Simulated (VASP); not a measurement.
Wanted: the native input for a VASP 6.6.1 run.

```
Task                   : single point
Functional             : PBE
Dispersion             : D4
Potentials or basis    : VASP PAW PBE potentials, release 64 (Bi_d, Te)
Cutoff                 : 520 eV
k mesh                 : 7 × 7 × 7
Occupations            : fermi-dirac, width 0.05 eV
Spin                   : no spin polarisation
Dipole correction      : no
Further INCAR settings : ALGO = Normal; EDIFF = 1e-06; NBANDS = 18
```

The structure of BiTe lies in POSCAR:

```
BiTe
1.0
    0.0000000000      3.2070193561      3.2070193561
    3.2070193561      0.0000000000      3.2070193561
    3.2070193561      3.2070193561      0.0000000000
Bi Te
1 1
Direct
    0.0000000000      0.0000000000      0.0000000000
    0.5000000000      0.5000000000      0.5000000000
```

One way to write it, as run:

INCAR

```
ALGO = Normal
EDIFF = 1E-6
ENCUT = 520
GGA = PE
ISIF = 2
ISMEAR = -1
IVDW = 13
LASPH = True
LCHARG = False
LREAL = False
LWAVE = False
NBANDS = 18
NELM = 80
PREC = Accurate
SIGMA = 0.05
```

KPOINTS

```
k-points
0
Gamma
  7 7 7
```

Potentials or basis: VASP PAW PBE potentials, release 64 (Bi_d, Te).

Launch:

```bash
$ cat potpaw_PBE.64/Bi_d/POTCAR potpaw_PBE.64/Te/POTCAR > POTCAR
$ mpirun -np 1 vasp_std > vasp.out
```

It gave:

```
Pressure                   : -0.1 GPa
Dispersion energy per atom : -0.506 eV
```

Caveat: pairwise dispersion overbinds metals, which lowers pressure and volume.

Run time: 22 s on 1 thread of Intel(R) Xeon(R) Platinum 8175M CPU @ 2.50GHz (Skylake/Cascade Lake) (shared host), peak memory 0.21 GiB.
